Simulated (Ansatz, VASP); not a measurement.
# TiO2: VASP beside Ansatz

The input INCAR:

```
SYSTEM = TiO2
PREC = Accurate
ENCUT = 520
EDIFF = 1E-6
ISMEAR = -1
SIGMA = 0.003
LREAL = .False.
LASPH = .True.
NELM = 150
ALGO = Normal
ISIF = 2
LWAVE = .False.
LCHARG = .False.
ISPIN = 2
MAGMOM = 1 1 1 1 0 0 0 0 0 0 0 0
LORBIT = 11
LMAXMIX = 4
LDAU = .True.
LDAUTYPE = 2
LDAUL = 2 -1
LDAUU = 6.9 0
LDAUJ = 0 0
LDAUPRINT = 1
GGA = PE
NBANDS = 64
```

File KPOINTS:

```
regular mesh
0
Gamma
  4 4 4
  0 0 0
```

POSCAR

```
TiO2
1.0
    4.5890000000      0.0000000000      0.0000000000
    0.0000000000      4.8490000000      0.0000000000
   -0.7082000000      0.0000000000      4.6827500000
Ti O
4 8
Direct
    0.3090000000      0.0450000000      0.2180000000
    0.6910000000      0.5450000000      0.2820000000
    0.6910000000      0.9550000000      0.7820000000
    0.3090000000      0.4550000000      0.7180000000
    0.0560000000      0.3470000000      0.2820000000
    0.9440000000      0.8470000000      0.2180000000
    0.9440000000      0.6530000000      0.7180000000
    0.0560000000      0.1530000000      0.7820000000
    0.4250000000      0.7270000000      0.4630000000
    0.5750000000      0.2270000000      0.0370000000
    0.5750000000      0.2730000000      0.5370000000
    0.4250000000      0.7730000000      0.9630000000
```

Input for Ansatz:

```yaml
crystal:
  lattice:
    - [4.589, 0.0, 0.0]
    - [0.0, 4.849, 0.0]
    - [-0.7082, 0.0, 4.68275]
  atoms:
    - { symbol: Ti, position: [0.309, 0.045, 0.218], spin: 1.0 }
    - { symbol: Ti, position: [0.691, 0.545, 0.282], spin: 1.0 }
    - { symbol: Ti, position: [0.691, 0.955, 0.782], spin: 1.0 }
    - { symbol: Ti, position: [0.309, 0.455, 0.718], spin: 1.0 }
    - { symbol: O, position: [0.056, 0.347, 0.282] }
    - { symbol: O, position: [0.944, 0.847, 0.218] }
    - { symbol: O, position: [0.944, 0.653, 0.718] }
    - { symbol: O, position: [0.056, 0.153, 0.782] }
    - { symbol: O, position: [0.425, 0.727, 0.463] }
    - { symbol: O, position: [0.575, 0.227, 0.037] }
    - { symbol: O, position: [0.575, 0.273, 0.537] }
    - { symbol: O, position: [0.425, 0.773, 0.963] }
magnetization:
  spin_polarized: true
hamiltonian:
  xc: pbe
  pseudopotentials: { kind: paw }
  hubbard: { sites: [{ species: Ti, l: d, u_eff: 6.9 }] }
basis:
  ecutwfc: 420
kpoints:
  mp_grid: { grid: [4, 4, 4] }
scf:
  occupations: { method: fermi_dirac, width: 0.003 }
  lower_state_search: "off"
  algorithm: density_mixing
  max_iter: 80
  mixing: {}
output:
  forces: true
  stress: true
```

Alike in both runs: task single point; functional PBE; k mesh 4 × 4 × 4; occupations fermi-dirac, width 0.003 eV; collinear spin; Hubbard terms Ti d U = 6.9 eV.

```csv
,VASP,Ansatz
version,VASP 6.6.1,Ansatz 0.2.0
potentials or method,"VASP PAW PBE potentials, release 64 (Ti_sv, O), cutoff 520 eV","PAW, plane waves, scalar-relativistic"
valence electrons in the cell,96,96
```

```csv
,VASP,Ansatz,Ansatz less VASP
rms of the force components (eV/Å),2.825,2.695,-0.1306
net moment per atom (μB),0.00,0.00,0.000
```

The programs project onto different local orbitals, so the same U acts differently, and such runs can settle in different states. Atom by atom the forces differ by 0.245 eV/Å (rms over components). Ansatz's warnings: seeded moment not kept.
